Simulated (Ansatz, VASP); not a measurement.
## Two plane-wave programs on BaTiO3

Contents of POSCAR:

```
BaTiO3
1.0
   -4.0539234400      0.0000000000     -4.0539234400
    0.0000000000     -4.0539234400      0.0000000000
   -4.0539234400      0.0000000000      4.0539234400
Ba Ti O
2 2 6
Direct
    0.0000000000      0.0000000000      0.0000000000
    0.5000000000      0.0000000000      0.5000000000
    0.0000000000      0.5000000000      0.5000000000
    0.5000000000      0.5000000000      0.0000000000
    0.7500000000      0.5000000000      0.2500000000
    0.2500000000      0.5000000000      0.7500000000
    0.0000000000      0.0000000000      0.5000000000
    0.5000000000      0.0000000000      0.0000000000
    0.7500000000      0.5000000000      0.7500000000
    0.2500000000      0.5000000000      0.2500000000
```

The input INCAR.step1:

```
SYSTEM = BaTiO3
ALGO = Normal
EDIFF = 1E-4
ENCUT = 520
GGA = PE
ISMEAR = -1
LASPH = .TRUE.
LCHARG = .FALSE.
LREAL = .FALSE.
LWAVE = .TRUE.
NBANDS = 51
NELM = 60
PREC = Accurate
SIGMA = 0.0243
```

Contents of INCAR.step2:

```
SYSTEM = BaTiO3
ALGO = Normal
EDIFF = 1E-6
ENCUT = 520
ISIF = 2
ISMEAR = -1
ISTART = 1
LASPH = .TRUE.
LCHARG = .FALSE.
LMIXTAU = .TRUE.
LREAL = .FALSE.
LWAVE = .FALSE.
METAGGA = R2SCAN
NBANDS = 51
NELM = 60
PREC = Accurate
SIGMA = 0.0243
```

File KPOINTS:

```
k-points
0
G
  5 6 5
  0 0 0
```

Input for Ansatz:

```yaml
crystal:
  lattice:
    - [4.05392344, 0.0, 4.05392344]
    - [0.0, 4.05392344, 0.0]
    - [4.05392344, 0.0, -4.05392344]
  atoms:
    - { symbol: Ba, position: [0.0, 0.0, 0.0] }
    - { symbol: Ba, position: [0.5, 0.0, 0.5] }
    - { symbol: Ti, position: [0.0, 0.5, 0.5] }
    - { symbol: Ti, position: [0.5, 0.5, 0.0] }
    - { symbol: O, position: [0.25, 0.5, 0.75] }
    - { symbol: O, position: [0.75, 0.5, 0.25] }
    - { symbol: O, position: [0.0, 0.0, 0.5] }
    - { symbol: O, position: [0.5, 0.0, 0.0] }
    - { symbol: O, position: [0.25, 0.5, 0.25] }
    - { symbol: O, position: [0.75, 0.5, 0.75] }
  symmetry: { tolerance: 0.0003 }
kpoints:
  mp_grid: { grid: [5, 6, 5], shift: [0, 0, 0] }
  band_path:
    path:
      - [0.0, 0.0, 0.0]
      - [0.0, 0.5, 0.0]
      - [0.5, 0.5, 0.5]
      - [0.0, 0.0, 0.0]
      - [1.0, 0.5, 0.0]
      - [0.0, 0.5, 0.0]
      - [1.0, 0.5, 0.0]
      - [0.5, 0.5, 0.5]
    npoints: 8
magnetization:
  spin_polarized: false
scf:
  occupations: { method: fermi_dirac, width: 0.0243 }
  lower_state_search: "off"
  max_iter: 200
hamiltonian:
  pseudopotentials: { kind: paw }
  xc: r2scan
basis:
  ecutwfc: 500
  fft_grid_basis: typed
output:
  forces: true
  stress: true
  eigenvalues: true
  bader: true
  populations: true
  elf: true
  write_potential: true
  volumetric_format: npy
  dos:
    e_range: [-12, 8]
    de: 0.05
    projected: { site_lists: { Ba: [Ba], O: [O], Ti: [Ti] } }
checkpoint:
  read: saved_state
```

Alike in both runs: task single point; functional r2SCAN; k mesh 5 × 6 × 5; occupations fermi-dirac, width 0.0243 eV; no spin polarisation.

|  | VASP | Ansatz |
| --- | --- | --- |
| version | VASP 6.6.1 | Ansatz 0.2.0 |
| potentials or method | VASP PAW PBE potentials, release 64 (Ba_sv, Ti_sv, O), cutoff 520 eV | PAW plane waves |
| valence electrons in the cell | 80 | 80 |

VASP gave:

```
gap on the k mesh at the Fermi level (eV) : 2.04
pressure (GPa)                            : -5.6
```

Question: Which values does Ansatz return?

Answer: gap on the k mesh at the Fermi level (eV): 2.06; pressure (GPa): -7.3.

VASP's potentials were made for PBE, not for r2SCAN. With one functional, cell and mesh, what is left measures potentials, basis and numerics.

Neither program's run includes spin-orbit coupling.
